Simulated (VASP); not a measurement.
Write the native input for VASP 6.6.1 that does the following.

```
Task                   : single point
Functional             : PBEsol
Potentials or basis    : VASP PAW PBE potentials, release 64 (Ta_pv, N)
Cutoff                 : 600 eV
k mesh                 : 11 × 11 × 11
Occupations            : methfessel-paxton, width 0.15 eV
Spin                   : no spin polarisation
Dipole correction      : no
Further INCAR settings : ALGO = Normal; EDIFF = 1e-06; NBANDS = 15
```

The structure of TaN lies in POSCAR:

```
TaN
1.0
    0.0000000000      2.1420606605      2.1420606605
    2.1420606605      0.0000000000      2.1420606605
    2.1420606605      2.1420606605      0.0000000000
Ta N
1 1
Direct
    0.5000000000      0.5000000000      0.5000000000
    0.0000000000      0.0000000000      0.0000000000
```

These files were run (other wordings do the same):

INCAR

```
  PREC = Accurate
  ENCUT = 600
  EDIFF = 1E-6
  ISMEAR = 1
  SIGMA = 0.15
  LREAL = False
  LASPH = True
  NELM = 120
  ALGO = Normal
  ISIF = 2
  LWAVE = False
  LCHARG = False
  GGA = PS
  NBANDS = 15
  GGA_COMPAT = False
```

KPOINTS

```
regular mesh
0
Gamma
  11 11 11
```

Potentials or basis: VASP PAW PBE potentials, release 64 (Ta_pv, N).

Command:

```sh
$ cat potpaw_PBE.64/Ta_pv/POTCAR potpaw_PBE.64/N/POTCAR > POTCAR
$ mpirun -np 1 vasp_std > vasp.out
```

Results of the run:

* Pressure: 27.3 GPa
* Band gap on the k mesh: zero (band 8 reaches 12.18 eV, above the bottom of band 9 at 7.93 eV)

Caveat: the PAW data sets were made with another functional, which shifts forces and pressure a little; spin-orbit coupling is left out, which moves the levels of the heavy elements.

It took 18 s on 1 thread of Intel Xeon 6975P-C, with other jobs on the host, peak memory 0.15 GiB.
